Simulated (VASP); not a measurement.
Write the native input for VASP 6.6.1 that does the following.

```
Task                   : single point
Functional             : r2SCAN
Potentials or basis    : VASP PAW PBE potentials, release 64 (Ta_pv)
Cutoff                 : 550 eV
k mesh                 : 18 × 18 × 18
Occupations            : gaussian, width 0.1 eV
Spin                   : no spin polarisation
Dipole correction      : no
Further INCAR settings : ALGO = Normal; EDIFF = 1e-06; NBANDS = 12
```

Ta:

```xyz
1
Lattice="-1.7056 1.7056 1.7056 1.7056 -1.7056 1.7056 1.7056 1.7056 -1.7056" Properties=species:S:1:pos:R:3 pbc="T T T"
Ta    0.0000    0.0000    0.0000
```

One way to write it, as run:

POSCAR

```
Ta
1.0
   -1.7056226658      1.7056226658      1.7056226658
    1.7056226658     -1.7056226658      1.7056226658
    1.7056226658      1.7056226658     -1.7056226658
Ta
1
Direct
    0.0000000000      0.0000000000      0.0000000000
```

INCAR.step1

```
  PREC = Accurate
  ENCUT = 550
  ISMEAR = 0
  SIGMA = 0.1
  LREAL = F
  LASPH = T
  NELM = 120
  NBANDS = 12
  GGA = PE
  ALGO = Normal
  EDIFF = 1E-5
  LWAVE = T
  LCHARG = F
  GGA_COMPAT = F
```

INCAR.step2

```
  PREC = Accurate
  ENCUT = 550
  EDIFF = 1E-6
  ISMEAR = 0
  SIGMA = 0.1
  LREAL = F
  LASPH = T
  NELM = 120
  ALGO = Normal
  ISIF = 2
  LWAVE = F
  LCHARG = F
  METAGGA = R2SCAN
  LMIXTAU = T
  NBANDS = 12
  ISTART = 1
  GGA_COMPAT = F
```

KPOINTS

```
Automatic mesh
0
Gamma
  18 18 18
```

Potentials or basis: VASP PAW PBE potentials, release 64 (Ta_pv).

The run is started by

```sh
$ cat potpaw_PBE.64/Ta_pv/POTCAR > POTCAR
$ cp INCAR.step1 INCAR
$ mpirun -np 1 vasp_std > vasp.out
$ cp INCAR.step2 INCAR
$ mpirun -np 1 vasp_std > vasp.out
```

It gave:

* Pressure: -15.7 GPa
* Band gap on the k mesh: zero (an odd number of electrons rules out a gap without spin polarisation)

Caveat: the cell stands under tension; the PAW data sets were made with another functional, which shifts forces and pressure a little; spin-orbit coupling is left out, which moves the levels of the heavy elements.

Run time: 3.1 min on 1 thread of Intel Xeon 8259CL, on a shared host, peak memory 0.18 GiB.
